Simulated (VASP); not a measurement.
A run of VASP 6.6.1 is set up as follows.

POSCAR

```
Pt
1.0
    4.0065530061      0.0000000000      0.0000000001
    0.0000000000      4.0065530061      0.0000000000
   -2.0032765031      0.0000000000      1.9226189750
Pt
2
Direct
    0.0000000000      0.0000000000      0.0000000000
    0.5000000000      0.5000000000      0.0000000000
```

INCAR.step1

```
  PREC = Accurate
  ENCUT = 520
  ISMEAR = 0
  SIGMA = 0.1
  LREAL = F
  LASPH = T
  NELM = 100
  NBANDS = 17
  GGA = PE
  ALGO = Normal
  EDIFF = 1E-4
  LWAVE = T
  LCHARG = F
```

INCAR.step2

```
  PREC = Accurate
  ENCUT = 520
  EDIFF = 1E-6
  ISMEAR = 0
  SIGMA = 0.1
  LREAL = F
  LASPH = T
  NELM = 100
  ALGO = Normal
  ISIF = 2
  LWAVE = F
  LCHARG = T
  METAGGA = R2SCAN
  LMIXTAU = T
  LELF = T
  LVHAR = T
  NBANDS = 17
  ISTART = 1
```

The input KPOINTS:

```
Automatic mesh
0
Gamma
  9 9 18
```

Potentials or basis: VASP PAW PBE potentials, release 64 (Pt).

The run is started by

```bash
$ cat potpaw_PBE.64/Pt/POTCAR > POTCAR
$ cp INCAR.step1 INCAR
$ mpirun -np 1 vasp_std > vasp.out
$ cp INCAR.step2 INCAR
$ mpirun -np 1 vasp_std > vasp.out
```

Problem. What does it give for the pressure?

Solution. -1.6 GPa.

Problem. What does it give for the band gap on the k mesh?

Solution. Zero (band 10 reaches 11.26 eV, above the bottom of band 11 at 9.56 eV).

Stress tensor (GPa, compression positive):
```
-2.74  0.00  0.00
 0.00 -2.74  0.00
 0.00  0.00  0.68
```

Caveat: the PAW data sets were made with another functional, which shifts forces and pressure a little; spin-orbit coupling is left out, which moves the levels of the heavy elements.
